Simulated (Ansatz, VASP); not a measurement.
# One calculation of GaN, two programs

POSCAR

```
GaN
1.0
    0.0000000000      2.1085152350      2.1085152350
    2.1085152350      0.0000000000      2.1085152350
    2.1085152350      2.1085152350      0.0000000000
Ga N
1 1
Direct
    0.0000000000      0.0000000000      0.0000000000
    0.5000000000      0.5000000000      0.5000000000
```

File INCAR.step1:

```
SYSTEM = GaN
  ALGO = Normal
  EDIFF = 1E-5
  ENCUT = 520
  GGA = PE
  ISIF = 2
  ISMEAR = 0
  LASPH = .True.
  LCHARG = .False.
  LREAL = .False.
  LWAVE = .True.
  NBANDS = 16
  NELM = 100
  PREC = Accurate
  SIGMA = 0.01
```

The input INCAR.step2:

```
SYSTEM = GaN
  ALGO = Normal
  EDIFF = 1E-6
  ENCUT = 520
  GGA = PE
  HFSCREEN = 0.2079
  ISIF = 2
  ISMEAR = 0
  ISTART = 1
  LASPH = .True.
  LCHARG = .False.
  LHFCALC = .True.
  LREAL = .False.
  LWAVE = .False.
  NBANDS = 16
  NELM = 100
  PREC = Accurate
  PRECFOCK = Normal
  SIGMA = 0.01
```

KPOINTS

```
k-points
0
Gamma
  6 6 6
  0 0 0
```

Input for Ansatz:

```yaml
crystal:
  lattice:
    - [0.0, 2.108515235, 2.108515235]
    - [2.108515235, 0.0, 2.108515235]
    - [2.108515235, 2.108515235, 0.0]
  atoms:
    - { symbol: Ga, position: [0.0, 0.0, 0.0] }
    - { symbol: "N", position: [0.5, 0.5, 0.5] }
kpoints:
  mp_grid: { grid: [6, 6, 6] }
hamiltonian:
  xc: hse06
scf:
  occupations: { method: fixed }
  n_extra_bands: 4
output:
  forces: true
  stress: true
  eigenvalues: true
  write_density: true
  write_potential: true
  elf: true
  volumetric_format: npy
```

Alike in both runs: task single point; functional HSE06; k mesh 6 × 6 × 6; no spin polarisation.

|  | VASP | Ansatz |
| --- | --- | --- |
| version | VASP 6.6.1 | Ansatz 0.2.0 |
| potentials or method | VASP PAW PBE potentials, release 64 (Ga_d, N) | plane waves, PAW |
| plane-wave cutoff (eV) | 520 | 420 |
| occupations | gaussian, width 0.01 eV | fixed |
| valence electrons in the cell | 18 | 18 |

Ansatz gave:

| Property | Result |
| --- | --- |
| gap on the k mesh at the Fermi level (eV) | 1.90 |
| pressure (GPa) | -1.5 |

Problem. What did VASP give for the same quantities?

Solution. gap on the k mesh at the Fermi level (eV): 1.89; pressure (GPa): -0.4.

Ansatz's warnings: stress exchange threshold loose, stress scf threshold loose.

The k mesh is coarse, so the values compare programs but aren't converged.
